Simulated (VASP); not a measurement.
Input of a VASP 6.6.1 run:

Contents of INCAR:

```
SYSTEM = KBr
  ALGO = Normal
  EDIFF = 1E-7
  EDIFFG = -0.002
  ENCUT = 600
  GGA = PS
  IBRION = 2
  ISIF = 3
  ISMEAR = -1
  LASPH = .TRUE.
  LCHARG = .FALSE.
  LREAL = .FALSE.
  LWAVE = .FALSE.
  NELM = 60
  NSW = 100
  PREC = Accurate
  SIGMA = 0.05
```

File KPOINTS:

```
k-points
0
G
  10 10 10
  0 0 0
```

POSCAR

```
KBr
1.0
    3.3000000000      3.3000000000      0.0000000000
   -3.3000000000      3.3000000000      0.0000000000
    0.0000000000      3.3000000000      3.3000000000
K Br
1 1
Direct
    0.0000000000      0.0000000000      0.0000000000
    0.5000000000      0.5000000000      0.0000000000
```

Potentials or basis: VASP PAW PBE potentials, release 64 (K_sv, Br).

Run with:

```bash
$ cat potpaw_PBE.64/K_sv/POTCAR potpaw_PBE.64/Br/POTCAR > POTCAR
$ mpirun -np 1 vasp_std > vasp.out
```

(1) Predict the relaxed cell.

(2) Predict the band gap on the k mesh.

## Answers

(1) a = 4.638 Å, b = 4.638 Å, c = 4.638 Å, α = 60.00°, β = 60.00°, γ = 90.00°.

(2) 4.32 eV, direct.
